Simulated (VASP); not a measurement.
A run of VASP 6.6.1 is set up as follows.

File INCAR:

```
PREC     = Accurate       # precision mode
ENCUT    = 520            # plane-wave cutoff, eV
EDIFF    = 1E-6           # SCF threshold, eV
ISMEAR   = 0              # smearing method
SIGMA    = 0.05           # smearing width, eV
LREAL    = False          # projectors in reciprocal space
LASPH    = True           # aspherical terms in the spheres
NELM     = 100            # most SCF steps
ALGO     = Normal         # electronic algorithm
ISIF     = 2              # what is computed and relaxed
LWAVE    = False          # write WAVECAR
LCHARG   = False          # write CHGCAR
GGA      = PS             # functional
NBANDS   = 18             # bands
```

KPOINTS

```
regular mesh
0
Gamma
  8 1 6
```

The input POSCAR:

```
P
1.0
    3.2837277200      0.0000000000      0.0000000000
    0.0000000000     34.8570309900      0.0000000000
    0.0000000000      0.0000000000      4.6320847100
P
4
Direct
    0.0170557432      0.9702614300      0.5813817729
    0.0000000000      0.0297385700      0.4078492800
    0.5000000000      0.0297385700      0.0921507200
    0.5000000000      0.9702614300      0.9078492800
```

Potentials or basis: VASP PAW PBE potentials, release 64 (P).

Command:

```sh
$ cat potpaw_PBE.64/P/POTCAR > POTCAR
$ mpirun -np 1 vasp_std > vasp.out
```

Estimate the band gap on the k mesh.

0.98 eV.

Estimate the largest force.

0.689 eV/Å.

Forces on the atoms (eV/Å):
```
P   -0.582 -0.102  0.353
P    0.061  0.099  0.199
P    0.046  0.095 -0.344
P    0.475 -0.092 -0.208
```

Caveat: the cell differs from its parent crystal (atom 1 (P) moved -0.075 Å towards its neighbour atom 4 (P) at 2.199 Å); the PAW data sets were made with another functional, which shifts forces and pressure a little.
